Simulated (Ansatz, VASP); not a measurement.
## Bi in VASP and in Ansatz

```xyz
4
Lattice="6.0981 0.0000 0.0000 0.0000 6.0981 0.0000 0.0000 0.0000 6.0981" Properties=species:S:1:pos:R:3 pbc="T T T"
Bi    3.0491    3.0491    3.0491
Bi    0.0000    3.0491    3.0491
Bi    3.0491    0.0000    3.0491
Bi    3.0491    3.0491    0.0000
```

Alike in both runs: functional PBE; k mesh 8 × 8 × 8; occupations gaussian, width 0.1 eV; no spin polarisation.

Ansatz relaxed the structure, and its values are those at the end. VASP's run is a single point on that final structure, the one shown.

```csv
,VASP,Ansatz
version,VASP 6.6.1,Ansatz 0.2.0
potentials or method,"VASP PAW PBE potentials, release 64 (Bi_d), cutoff 520 eV","scalar-relativistic, plane waves, PAW"
valence electrons in the cell,60,60
```

|  | VASP | Ansatz | Ansatz less VASP |
| --- | --- | --- | --- |
| gap on the k mesh at the Fermi level (eV) | none | none | - |
| pressure (GPa) | -0.1 | 0.0 | +0.05 |

A gap of «none» marks a metal or a gap that the smearing closes.

Spin-orbit coupling is off throughout.
